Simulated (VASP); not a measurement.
Write the native input for VASP 6.6.1 that does the following.

```
Task                   : single point
Functional             : PBE
Potentials or basis    : VASP PAW PBE potentials, release 64 (Si)
Cutoff                 : 520 eV
k mesh                 : 10 × 10 × 10
Occupations            : gaussian, width 0.01 eV
Spin                   : no spin polarisation
Dipole correction      : no
Further INCAR settings : ALGO = Normal; EDIFF = 1e-06; NBANDS = 11
```

The structure of Si lies in POSCAR:

```
Si
1.0
    0.0000000000      2.7351086096      2.7351086096
    2.7351086096      0.0000000000      2.7351086096
    2.7351086096      2.7351086096      0.0000000000
Si
2
Direct
    0.0000000000      0.0000000000      0.0000000000
    0.2500000000      0.2500000000      0.2500000000
```

The input as run:

INCAR

```
SYSTEM = Si
ALGO     = Normal         ! electronic algorithm
EDIFF    = 1E-6           ! SCF threshold, eV
ENCUT    = 520            ! plane-wave cutoff, eV
GGA      = PE             ! functional
ISIF     = 2              ! what is computed and relaxed
ISMEAR   = 0              ! smearing method
LASPH    = .True.         ! aspherical terms in the spheres
LCHARG   = .False.        ! write CHGCAR
LREAL    = .False.        ! projectors in reciprocal space
LWAVE    = .False.        ! write WAVECAR
NBANDS   = 11             ! bands
NELM     = 60             ! most SCF steps
PREC     = Accurate       ! precision mode
SIGMA    = 0.01           ! smearing width, eV
```

KPOINTS

```
k-points
0
Gamma
  10 10 10
  0 0 0
```

Potentials or basis: VASP PAW PBE potentials, release 64 (Si).

Run with:

```bash
$ cat potpaw_PBE.64/Si/POTCAR > POTCAR
$ mpirun -np 1 vasp_std > vasp.out
```

It gave:

The pressure is -0.1 GPa and the band gap on the k mesh is 0.62 eV, indirect (least direct gap 2.56 eV).

It took 10 s on 1 thread of AMD EPYC 9R45 96-Core Processor (Zen 5) (shared host), peak memory 0.13 GiB.
